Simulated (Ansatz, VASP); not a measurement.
# Al in VASP and in Ansatz

File POSCAR:

```
Al
1.0
    2.8199280759      0.0000000000      0.0000000000
   -1.4099640380      2.4421293506      0.0000000000
    0.0000000000      0.0000000000      4.6369649269
Al
2
Direct
    0.3333333333      0.6666666667      0.2500000000
    0.6666666667      0.3333333333      0.7500000000
```

Contents of INCAR.step1:

```
SYSTEM = Al
  PREC = Accurate
  ENCUT = 600
  ISMEAR = 0
  SIGMA = 0.1
  LREAL = .False.
  LASPH = .True.
  NELM = 60
  GGA = PE
  ALGO = Normal
  EDIFF = 1E-4
  LWAVE = .True.
  LCHARG = .False.
```

INCAR.step2

```
SYSTEM = Al
  PREC = Accurate
  ENCUT = 600
  EDIFF = 1E-6
  ISMEAR = 0
  SIGMA = 0.1
  LREAL = .False.
  LASPH = .True.
  NELM = 60
  ALGO = Normal
  ISIF = 3
  LWAVE = .False.
  LCHARG = .False.
  METAGGA = R2SCAN
  LMIXTAU = .True.
  IBRION = 2
  NSW = 80
  EDIFFG = -0.01
  ISTART = 1
```

The input KPOINTS:

```
Automatic mesh
0
Gamma
  18 18 10
  0 0 0
```

Input for Ansatz:

```yaml
crystal:
  lattice:
    - [2.8199280759, 0.0, 0.0]
    - [-1.409964038, 2.4421293506, 0.0]
    - [0.0, 0.0, 4.6369649269]
  atoms:
    - { symbol: Al, position: [0.3333333333, 0.6666666667, 0.25] }
    - { symbol: Al, position: [0.6666666667, 0.3333333333, 0.75] }
basis:
  ecutwfc: 500
kpoints:
  mp_grid: { grid: [18, 18, 10] }
hamiltonian:
  xc: r2scan
scf:
  occupations: { method: gaussian, width: 0.1 }
output:
  forces: true
  stress: true
  eigenvalues: true
relax:
  adjacent_minimum: "off"
  f_tol: 0.01
  max_steps: 60
  cell: { stress_tol: 0.1 }
```

Alike in both runs: task relaxation of cell and atoms; functional r2SCAN; k mesh 18 × 18 × 10; occupations gaussian, width 0.1 eV; no spin polarisation.

|  | VASP | Ansatz |
| --- | --- | --- |
| version | VASP 6.6.1 | Ansatz 0.2.0 |
| potentials or method | VASP PAW PBE potentials, release 64 (Al), cutoff 600 eV | scalar-relativistic, plane waves, PAW |
| valence electrons in the cell | 6 | 6 |

Ansatz gave:

| Property | Result |
| --- | --- |
| gap on the k mesh at the Fermi level, each at its own relaxed structure (eV) | none |
| relaxed volume (Å³/atom) | 16.01 |
| relaxed length of the cell vector where the two differ most in proportion (Å) | 4.600 |

What did VASP give for the same quantities?

gap on the k mesh at the Fermi level, each at its own relaxed structure (eV): none; relaxed volume (Å³/atom): 15.94; relaxed length of the cell vector where the two differ most in proportion (Å): 4.592.

VASP's potentials were made for PBE, not for r2SCAN. A gap of «none» marks a metal or a gap that the smearing closes.
